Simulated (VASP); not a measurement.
Wanted: the native input for a VASP 6.6.1 run.

| Quantity | Value |
| --- | --- |
| Task | single point |
| Functional | PBE |
| Potentials or basis | VASP PAW PBE potentials, release 64 (Hg, H) |
| Cutoff | 520 eV |
| k mesh | 12 × 12 × 2 |
| Occupations | gaussian, width 0.02 eV |
| Spin | no spin polarisation |
| Dipole correction | no |
| Further INCAR settings | ALGO = Normal; EDIFF = 1e-06; NBANDS = 36 |

The structure of HgH lies in POSCAR:

```
HgH
1.0
    3.2943528974      0.0000000000      0.0000000000
   -1.6471764487      2.8529932982      0.0000000000
    0.0000000000      0.0000000000     15.7533527762
Hg H
4 4
Direct
    0.0000000000      0.0000000000      0.0000000000
    0.3333333333      0.6666666667      0.2500000000
    0.0000000000      0.0000000000      0.5000000000
    0.6666666667      0.3333333333      0.7500000000
    0.6666666667      0.3333333333      0.4407797889
    0.3333333333      0.6666666667      0.5592202111
    0.3333333333      0.6666666667      0.9407797889
    0.6666666667      0.3333333333      0.0592202111
```

These files were run (other wordings do the same):

INCAR

```
SYSTEM = HgH
PREC = Accurate
ENCUT = 520
EDIFF = 1E-6
ISMEAR = 0
SIGMA = 0.02
LREAL = .FALSE.
LASPH = .TRUE.
NELM = 100
ALGO = Normal
ISIF = 2
LWAVE = .FALSE.
LCHARG = .FALSE.
GGA = PE
NBANDS = 36
```

KPOINTS

```
regular mesh
0
G
  12 12 2
  0 0 0
```

Potentials or basis: VASP PAW PBE potentials, release 64 (Hg, H).

Launch:

```bash
$ cat potpaw_PBE.64/Hg/POTCAR potpaw_PBE.64/H/POTCAR > POTCAR
$ mpirun -np 1 vasp_std > vasp.out
```

It gave:

| Item | Value |
| --- | --- |
| Pressure | 0.1 GPa |
| Largest force | 0.023 eV/Å |
| Band gap on the k mesh | 0.17 eV, direct |

Caveat: spin-orbit coupling is left out, which moves the levels of the heavy elements.

Wall time 2.4 min on 1 thread of Intel(R) Xeon(R) 6975P-C (Granite Rapids), with other jobs on the host, peak memory 0.36 GiB.
